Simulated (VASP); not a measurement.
Crystal: Lu.

```
Lu
1.0
     3.50482    0.00000    0.00000
    -1.75241    3.03526    0.00000
     0.00000    0.00000    5.46968
Lu
2
Direct
  0.33333 0.66667 0.25000
  0.66667 0.33333 0.75000
```

Base run:

- Program: VASP 6.6.1
- Functional: r2SCAN
- Potentials or basis: VASP PAW PBE potentials, release 64 (Lu)
- Cutoff: 520 eV
- k mesh: 8 × 8 × 5
- Occupations: fermi-dirac, width 0.1 eV
- Spin: no spin polarisation

Its results: band gap on the k mesh zero (band 25 reaches 3.15 eV, above the bottom of band 26 at 1.51 eV); pressure 0.4 GPa.

**Question.** The run is repeated on the same cell with these changes: k mesh from 8 × 8 × 5 to 4 × 4 × 2. What comes out?

**Answer.** Band gap on the k mesh zero (band 25 reaches 3.53 eV, above the bottom of band 26 at 1.72 eV); pressure 1.0 GPa.

Caveats: some runs use coarse meshes; the PAW data sets were made with another functional, which shifts forces and pressure a little; spin-orbit coupling is left out, which moves the levels of the heavy elements.
